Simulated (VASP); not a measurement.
Wanted: the native input for a VASP 6.6.1 run.

```yaml
Task: single point
Functional: PBEsol
Potentials_or_basis: VASP PAW PBE potentials, release 64 (Al)
Cutoff: 520 eV
k_mesh: 18 × 18 × 10
Occupations: gaussian, width 0.15 eV
Spin: no spin polarisation
Dipole_correction: no
Further_INCAR_settings: ALGO = Fast; EDIFF = 1e-06; NBANDS = 10
```

The structure of Al lies in POSCAR:

```
Al
1.0
    2.7699000000      0.0000000000      0.0000000000
   -1.3849500000      2.3988037660      0.0000000000
    0.0000000000      0.0000000000      4.7867000000
Al
2
Direct
    0.6666666667      0.3333333333      0.7500000000
    0.3333333333      0.6666666667      0.2500000000
```

This isn't the form of Al at room conditions, which is fcc.

These files were run (other wordings do the same):

INCAR

```
SYSTEM = Al
ALGO = Fast
EDIFF = 1E-6
ENCUT = 520
GGA = PS
ISIF = 2
ISMEAR = 0
LASPH = .True.
LCHARG = .True.
LELF = .True.
LREAL = .False.
LVHAR = .True.
LWAVE = .False.
NBANDS = 10
NELM = 100
PREC = Accurate
SIGMA = 0.15
```

KPOINTS

```
k-points
0
Gamma
  18 18 10
  0 0 0
```

Potentials or basis: VASP PAW PBE potentials, release 64 (Al).

Launch:

```console
$ cat potpaw_PBE.64/Al/POTCAR > POTCAR
$ mpirun -np 1 vasp_std > vasp.out
```

Results of the run:

```json
{
  "Pressure": "2.5 GPa",
  "Band gap on the k mesh": "zero (bands 3 and 4 overlap by 6.90 eV)"
}
```

Caveat: the PAW data sets were made with another functional, which shifts forces and pressure a little.

Run time: 59 s on 1 thread of Intel Xeon 8259CL, with other jobs on the host, peak memory 0.18 GiB.
